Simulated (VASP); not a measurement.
A run of VASP 6.6.1 is set up as follows.

INCAR

```
ALGO = Normal
EDIFF = 1E-7
ENCUT = 520
GGA = PE
ISIF = 2
ISMEAR = 1
LASPH = True
LCHARG = False
LREAL = False
LWAVE = False
NBANDS = 19
NELM = 80
PREC = Accurate
SIGMA = 0.1
```

Contents of KPOINTS:

```
k-points
0
Gamma
  8 8 8
```

POSCAR

```
Mg3ZnC
1.0
    4.4069300000      0.0000000000      0.0000000000
    0.0000000000      4.4069300000      0.0000000000
    0.0000000000      0.0000000000      4.4069300000
Mg Zn C
3 1 1
Direct
    0.0000000000      0.5000000000      0.5000000000
    0.5000000000      0.5000000000      0.0000000000
    0.5000000000      0.0000000000      0.5000000000
    0.0000000000      0.0000000000      0.0000000000
    0.5000000000      0.5000000000      0.5000000000
```

Potentials or basis: VASP PAW PBE potentials, release 64 (Mg, Zn, C).

Launch:

```sh
$ cat potpaw_PBE.64/Mg/POTCAR potpaw_PBE.64/Zn/POTCAR potpaw_PBE.64/C/POTCAR > POTCAR
$ mpirun -np 1 vasp_std > vasp.out
```

**Question.** What does it give for the pressure?

**Answer.** -0.4 GPa.

**Question.** Predict the band gap on the k mesh.

**Answer.** Zero (bands 11 and 12 overlap by 3.40 eV).
